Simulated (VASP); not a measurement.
Input of a VASP 6.6.1 run:

The input INCAR:

```
ALGO = Normal ; EDIFF = 1E-6
ENCUT = 520 ; GGA = PE
ISIF = 2 ; ISMEAR = 0
LASPH = T ; LCHARG = F
LREAL = F ; LWAVE = F
NBANDS = 25 ; NELM = 60
PREC = Accurate ; SIGMA = 0.1
```

KPOINTS

```
k-points
0
Gamma
  4 4 4
```

Contents of POSCAR:

```
Si3N4
1.0
    4.1307765543      0.0000000000      0.0000000000
    0.0000000000      4.1307765543      0.0000000000
    0.0000000000      0.0000000000      4.1307765543
Si N
3 4
Direct
    0.0000000000      0.0000000000      0.5000000000
    0.5000000000      0.0000000000      0.0000000000
    0.0000000000      0.5000000000      0.0000000000
    0.2395205918      0.2395205918      0.7604794082
    0.7604794082      0.7604794082      0.7604794082
    0.2395205918      0.7604794082      0.2395205918
    0.7604794082      0.2395205918      0.2395205918
```

Potentials or basis: VASP PAW PBE potentials, release 64 (Si, N).

Launch:

```bash
$ cat potpaw_PBE.64/Si/POTCAR potpaw_PBE.64/N/POTCAR > POTCAR
$ mpirun -np 1 vasp_std > vasp.out
```

(1) What does it give for the pressure?

(2) What does it give for the largest force?

(3) Predict the band gap on the k mesh.

## Answers

(1) -0.2 GPa.

(2) 0.017 eV/Å.

(3) 2.72 eV, indirect (least direct gap 2.92 eV).
